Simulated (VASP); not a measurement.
SiW (CsCl type): single point with PBE

SiW (CsCl type):

```xyz
2
Lattice="3.0571 0.0000 0.0000 0.0000 3.0571 0.0000 0.0000 0.0000 3.0571" Properties=species:S:1:pos:R:3 pbc="T T T"
W     0.0000    0.0000    0.0000
Si    1.5285    1.5285    1.5285
```

* Program: VASP 6.6.1
* Task: single point
* Functional: PBE
* Potentials or basis: VASP PAW PBE potentials, release 64 (W_sv, Si)
* Cutoff: 520 eV
* k mesh: 11 × 11 × 11
* Occupations: fermi-dirac, width 0.03 eV
* Spin: no spin polarisation
* Dipole correction: no
* Further INCAR settings: ALGO = Normal; EDIFF = 1e-06; NBANDS = 16

```yaml
Pressure: 0.2 GPa
Band_gap_on_the_k_mesh: zero (band 9 reaches 13.66 eV, above the bottom of band 10 at 10.75 eV)
```

Levels at points of the mesh, in eV from the Fermi level:
```csv
k point,band 5,band 6,band 7,band 8,band 9,band 10,band 11,band 12,band 13,band 14
"(0.00, 0.00, 0.00)",-12.60,-3.67,-3.67,1.80,1.80,1.80,2.44,2.44,2.44,8.91
```

Run time: 11 s on 1 thread of Intel Xeon 6975P-C (shared host), peak memory 0.15 GiB.

Caveat: spin-orbit coupling is left out, which moves the levels of the heavy elements.
